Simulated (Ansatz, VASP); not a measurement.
ZrIn in VASP and in Ansatz

File INCAR:

```
PREC = Accurate
ENCUT = 520
EDIFF = 1E-7
ISMEAR = -1
SIGMA = 0.05
LREAL = F
LASPH = T
NELM = 80
ALGO = Normal
ISIF = 2
LWAVE = F
LCHARG = F
GGA = CA
NBANDS = 20
```

File KPOINTS:

```
regular mesh
0
Gamma
  12 12 8
```

File POSCAR:

```
ZrIn
1.0
    2.4095787582      0.0000000000      0.0000000000
    0.0000000000      2.4095787582      0.0000000000
    0.0000000000      0.0000000000      3.7834381133
Zr In
1 1
Direct
    0.0000000000      0.0000000000      0.0000000000
    0.5000000000      0.5000000000      0.5000000000
```

Input for Ansatz:

```yaml
crystal:
  lattice:
    - [2.4095787582, 0.0, 0.0]
    - [0.0, 2.4095787582, 0.0]
    - [0.0, 0.0, 3.7834381133]
  atoms:
    - { symbol: Zr, position: [0.0, 0.0, 0.0] }
    - { symbol: In, position: [0.5, 0.5, 0.5] }
kpoints:
  mp_grid: { grid: [12, 12, 8] }
  band_path:
    path:
      - [0.0, 0.0, 0.0]
      - [0.0, 0.5, 0.0]
      - [0.5, 0.5, 0.0]
      - [0.0, 0.0, 0.0]
      - [0.0, 0.0, 0.5]
      - [0.0, 0.5, 0.5]
      - [0.5, 0.5, 0.5]
      - [0.0, 0.0, 0.5]
      - [0.0, 0.5, 0.0]
    npoints: 6
scf:
  occupations: { method: fermi_dirac, width: 0.05 }
hamiltonian:
  xc: lda
  pseudopotentials: { kind: all_electron, lapw: { basis_error: 0.001 } }
output:
  forces: true
  stress: true
  eigenvalues: true
  populations: true
```

Change from the starting cell: volume scaled by 0.5, LAPW.

Alike in both runs: task single point; functional LDA; k mesh 12 × 12 × 8; occupations fermi-dirac, width 0.05 eV; no spin polarisation.

|  | VASP | Ansatz |
| --- | --- | --- |
| version | VASP 6.6.1 | Ansatz 0.2.0 |
| potentials or method | VASP PAW LDA potentials, release 64 (Zr_sv, In_d), cutoff 520 eV | all-electron LAPW, scalar-relativistic |

|  | VASP | Ansatz | Ansatz less VASP |
| --- | --- | --- | --- |
| pressure (GPa) | 271.1 | 268.1 | -2.93 |
| traceless stress, the component that is largest in VASP (GPa) | 0.14 | 0.40 | +0.261 |

LDA's correlation is that of Perdew and Zunger in VASP and of Perdew and Wang (1992) in Ansatz. Both programs put the cell under a high pressure, so it lies far from rest at this level. Ansatz ran all-electron here, and VASP with PAW potentials.

Noted on VASP's run: the cell as given lies far from equilibrium.
